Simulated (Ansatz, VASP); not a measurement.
SrO in VASP and in Ansatz

File INCAR:

```
PREC = Accurate ; ENCUT = 520
EDIFF = 1E-7 ; ISMEAR = -1
SIGMA = 0.03 ; LREAL = False
LASPH = True ; NELM = 100
ALGO = Normal ; ISIF = 2
LWAVE = False ; LCHARG = False
GGA = PS ; NBANDS = 15
```

File KPOINTS:

```
regular mesh
0
Gamma
  8 8 8
```

POSCAR

```
SrO
1.0
    0.0000000000      2.5525525005      2.5525525005
    2.5525525005      0.0000000000      2.5525525005
    2.5525525005      2.5525525005      0.0000000000
Sr O
1 1
Direct
    0.0000000000      0.0000000000      0.0000000000
    0.5000000000      0.5000000000      0.5000000000
```

Input for Ansatz:

```yaml
crystal:
  lattice:
    - [0.0, 2.5525525005, 2.5525525005]
    - [2.5525525005, 0.0, 2.5525525005]
    - [2.5525525005, 2.5525525005, 0.0]
  atoms:
    - { symbol: Sr, position: [0.0, 0.0, 0.0] }
    - { symbol: O, position: [0.5, 0.5, 0.5] }
kpoints:
  mp_grid: { grid: [8, 8, 8] }
  band_path:
    path:
      - [0.0, 0.0, 0.0]
      - [0.5, 0.0, 0.5]
      - [0.625, 0.25, 0.625]
      - [0.375, 0.375, 0.75]
      - [0.0, 0.0, 0.0]
      - [0.5, 0.5, 0.5]
      - [0.5, 0.25, 0.75]
      - [0.5, 0.0, 0.5]
    npoints: 5
scf:
  occupations: { method: fermi_dirac, width: 0.03 }
hamiltonian:
  xc: pbesol
  pseudopotentials: { kind: all_electron, lapw: { basis_error: 0.0005 } }
output:
  forces: true
  stress: true
  eigenvalues: true
```

Change from the starting cell: volume scaled by 0.98.

Alike in both runs: task single point; functional PBEsol; k mesh 8 × 8 × 8; occupations fermi-dirac, width 0.03 eV; no spin polarisation.

```csv
,VASP,Ansatz
version,VASP 6.6.1,Ansatz 0.2.0
potentials or method,"VASP PAW PBE potentials, release 64 (Sr_sv, O), cutoff 520 eV","all-electron LAPW, scalar-relativistic"
```

VASP gave:

```
gap on the k mesh at the Fermi level (eV) : 3.14
pressure (GPa)                            : 1.6
```

**Question.** Which values does Ansatz return?

**Answer.** gap on the k mesh at the Fermi level (eV): 3.19; pressure (GPa): 1.0.

VASP's potentials were made for PBE, not for PBEsol. Ansatz ran all-electron here, and VASP with PAW potentials.
